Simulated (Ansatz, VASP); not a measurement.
## AlCo: VASP beside Ansatz

The input INCAR:

```
SYSTEM = AlCo
ALGO = Normal
EDIFF = 1E-6
ENCUT = 520
GGA = PE
ISIF = 2
ISMEAR = 1
LASPH = .TRUE.
LCHARG = .FALSE.
LREAL = Auto
LWAVE = .FALSE.
NBANDS = 118
NELM = 60
PREC = Accurate
SIGMA = 0.1
```

Contents of KPOINTS:

```
k-points
0
G
  4 4 4
  0 0 0
```

File POSCAR:

```
AlCo
1.0
    0.0000000000      5.7030923043      5.7030923043
    5.7030923043      0.0000000000      5.7030923043
    5.7030923043      5.7030923043      0.0000000000
Al Co
16 16
Direct
    0.0000000000      0.0000000000      0.0000000000
    0.2500000000      0.2500000000      0.2500000000
    0.0000000000      0.0000000000      0.5000000000
    0.2500000000      0.2500000000      0.7500000000
    0.0000000000      0.5000000000      0.0000000000
    0.2500000000      0.7500000000      0.2500000000
    0.0000000000      0.5000000000      0.5000000000
    0.2500000000      0.7500000000      0.7500000000
    0.5000000000      0.0000000000      0.0000000000
    0.7500000000      0.2500000000      0.2500000000
    0.5000000000      0.0000000000      0.5000000000
    0.7500000000      0.2500000000      0.7500000000
    0.5000000000      0.5000000000      0.0000000000
    0.7500000000      0.7500000000      0.2500000000
    0.5000000000      0.5000000000      0.5000000000
    0.7500000000      0.7500000000      0.7500000000
    0.1250000000      0.1250000000      0.1250000000
    0.3750000000      0.3750000000      0.3750000000
    0.1250000000      0.1250000000      0.6250000000
    0.3750000000      0.3750000000      0.8750000000
    0.1250000000      0.6250000000      0.1250000000
    0.3750000000      0.8750000000      0.3750000000
    0.1250000000      0.6250000000      0.6250000000
    0.3750000000      0.8750000000      0.8750000000
    0.6250000000      0.1250000000      0.1250000000
    0.8750000000      0.3750000000      0.3750000000
    0.6250000000      0.1250000000      0.6250000000
    0.8750000000      0.3750000000      0.8750000000
    0.6250000000      0.6250000000      0.1250000000
    0.8750000000      0.8750000000      0.3750000000
    0.6250000000      0.6250000000      0.6250000000
    0.8750000000      0.8750000000      0.8750000000
```

Input for Ansatz:

```yaml
crystal:
  lattice:
    - [0.0, 5.7030923043, 5.7030923043]
    - [5.7030923043, 0.0, 5.7030923043]
    - [5.7030923043, 5.7030923043, 0.0]
  atoms:
    - { symbol: Al, position: [0.0, 0.0, 0.0] }
    - { symbol: Al, position: [0.25, 0.25, 0.25] }
    - { symbol: Co, position: [0.125, 0.125, 0.125] }
    - { symbol: Co, position: [0.375, 0.375, 0.375] }
    - { symbol: Al, position: [0.0, 0.0, 0.5] }
    - { symbol: Al, position: [0.25, 0.25, 0.75] }
    - { symbol: Co, position: [0.125, 0.125, 0.625] }
    - { symbol: Co, position: [0.375, 0.375, 0.875] }
    - { symbol: Al, position: [0.0, 0.5, 0.0] }
    - { symbol: Al, position: [0.25, 0.75, 0.25] }
    - { symbol: Co, position: [0.125, 0.625, 0.125] }
    - { symbol: Co, position: [0.375, 0.875, 0.375] }
    - { symbol: Al, position: [0.0, 0.5, 0.5] }
    - { symbol: Al, position: [0.25, 0.75, 0.75] }
    - { symbol: Co, position: [0.125, 0.625, 0.625] }
    - { symbol: Co, position: [0.375, 0.875, 0.875] }
    - { symbol: Al, position: [0.5, 0.0, 0.0] }
    - { symbol: Al, position: [0.75, 0.25, 0.25] }
    - { symbol: Co, position: [0.625, 0.125, 0.125] }
    - { symbol: Co, position: [0.875, 0.375, 0.375] }
    - { symbol: Al, position: [0.5, 0.0, 0.5] }
    - { symbol: Al, position: [0.75, 0.25, 0.75] }
    - { symbol: Co, position: [0.625, 0.125, 0.625] }
    - { symbol: Co, position: [0.875, 0.375, 0.875] }
    - { symbol: Al, position: [0.5, 0.5, 0.0] }
    - { symbol: Al, position: [0.75, 0.75, 0.25] }
    - { symbol: Co, position: [0.625, 0.625, 0.125] }
    - { symbol: Co, position: [0.875, 0.875, 0.375] }
    - { symbol: Al, position: [0.5, 0.5, 0.5] }
    - { symbol: Al, position: [0.75, 0.75, 0.75] }
    - { symbol: Co, position: [0.625, 0.625, 0.625] }
    - { symbol: Co, position: [0.875, 0.875, 0.875] }
basis:
  ecutwfc: 420
  xc_grid: 2
hamiltonian:
  xc: pbe
  pseudopotentials: { kind: paw, azcp: { folder: soft_1 } }
kpoints:
  mp_grid: { grid: [4, 4, 4] }
scf:
  occupations: { method: methfessel_paxton, width: 0.1 }
  max_iter: 120
output:
  forces: true
  stress: true
```

Alike in both runs: task single point; functional PBE; k mesh 4 × 4 × 4; occupations methfessel-paxton of order 1, width 0.1 eV; no spin polarisation.

|  | VASP | Ansatz |
| --- | --- | --- |
| version | VASP 6.6.1 | Ansatz 0.2.0 |
| potentials or method | VASP PAW PBE potentials, release 64 (Al, Co), cutoff 520 eV | plane-wave PAW DFT |
| valence electrons in the cell | 192 | 320 |

|  | VASP | Ansatz | Ansatz less VASP |
| --- | --- | --- | --- |
| pressure (GPa) | 0.0 | 0.0 | +0.02 |

VASP's potentials hold 192 valence electrons a cell and Ansatz's 320, so a difference there can come from the potentials and not from the codes.
